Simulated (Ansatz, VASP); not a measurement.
Two plane-wave programs on SrCl2

```
CELL_PARAMETERS angstrom
0.00000 3.48835 3.48835
3.48835 0.00000 3.48835
3.48835 3.48835 0.00000
ATOMIC_POSITIONS crystal
Sr 0.00000 0.00000 0.00000
Cl 0.75000 0.75000 0.75000
Cl 0.25000 0.25000 0.25000
```

Alike in both runs: functional PBE; k mesh 7 × 7 × 7; occupations fermi-dirac, width 0.05 eV; non-collinear spin, spin-orbit coupling.

|  | VASP | Ansatz |
| --- | --- | --- |
| version | VASP 6.6.1 | Ansatz 0.2.0 |
| potentials or method | VASP PAW PBE potentials, release 64 (Sr_sv, Cl) | Ansatz PAW |
| plane-wave cutoff (eV) | 520 | 420 |
| valence electrons in the cell | 24 | 24 |
| task | single point | band structure |

|  | VASP | Ansatz | Ansatz less VASP |
| --- | --- | --- | --- |
| pressure (GPa) | 1.1 | 1.0 | -0.09 |

The functional is the same, so the differences come from potentials, cutoffs and numerics.
